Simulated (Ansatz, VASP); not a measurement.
CdTe: VASP beside Ansatz

```
Cd Te
1.0
     0.00000    3.28211    3.28211
     3.28211    0.00000    3.28211
     3.28211    3.28211    0.00000
Cd Te
1 1
Direct
  0.00000 0.00000 0.00000
  0.25000 0.25000 0.25000
```

Alike in both runs: task relaxation of cell and atoms; functional PBE; k mesh 6 × 6 × 6; occupations gaussian, width 0.02 eV; no spin polarisation.

```csv
,VASP,Ansatz
version,VASP 6.6.1,Ansatz 0.2.0
potentials or method,"VASP PAW PBE potentials, release 64 (Cd, Te), cutoff 600 eV","scalar-relativistic, plane waves, PAW"
valence electrons in the cell,18,36
```

|  | VASP | Ansatz | Ansatz less VASP |
| --- | --- | --- | --- |
| gap on the k mesh at the Fermi level, each at its own relaxed structure (eV) | 0.57 | 0.58 | +0.007 |
| relaxed volume (Å³/atom) | 36.32 | 36.27 | -0.053 |
| relaxed cell length with the largest relative difference (Å) | 4.683 | 4.681 | -0.0023 |

VASP's potentials hold 18 valence electrons a cell and Ansatz's 36, so a difference there can come from the potentials and not from the codes.

Neither program's run includes spin-orbit coupling.
